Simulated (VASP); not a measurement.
Input of a VASP 6.6.1 run:

File INCAR:

```
SYSTEM = InGa2N3
PREC = Accurate
ENCUT = 520
EDIFF = 1E-7
ISMEAR = 0
SIGMA = 0.1
LREAL = .FALSE.
LASPH = .TRUE.
NELM = 60
ALGO = Normal
ISIF = 2
LWAVE = .FALSE.
LCHARG = .TRUE.
GGA = PE
LELF = .TRUE.
LVHAR = .TRUE.
NBANDS = 36
```

Contents of KPOINTS:

```
Automatic mesh
0
G
  12 12 4
  0 0 0
```

Contents of POSCAR:

```
InGa2N3
1.0
    3.0139390463      0.0000000000      0.0000000000
    0.0000000000      3.0139390463      0.0000000000
    0.0000000000      0.0000000000      9.8366559828
In Ga N
1 2 3
Direct
    0.5000000000      0.5000000000      0.0000000000
    0.5000000000      0.0000000000      0.6025583687
    0.0000000000      0.5000000000      0.3974416313
    0.5000000000      0.0000000000      0.3894014201
    0.0000000000      0.5000000000      0.6105985799
    0.0000000000      0.0000000000      0.0000000000
```

Potentials or basis: VASP PAW PBE potentials, release 64 (In_d, Ga_d, N).

Command:

```sh
$ cat potpaw_PBE.64/In_d/POTCAR potpaw_PBE.64/Ga_d/POTCAR potpaw_PBE.64/N/POTCAR > POTCAR
$ mpirun -np 1 vasp_std > vasp.out
```

What does it give for the pressure?

0.4 GPa.

Predict the band gap on the k mesh.

zero (band 27 reaches 5.63 eV, above the bottom of band 28 at 4.72 eV).

Estimate the largest force.

0.035 eV/Å.

Stress tensor (GPa, compression positive):
```
0.45 0.00 0.00
0.00 0.45 0.00
0.00 0.00 0.20
```

Caveat: spin-orbit coupling is left out, which moves the levels of the heavy elements.
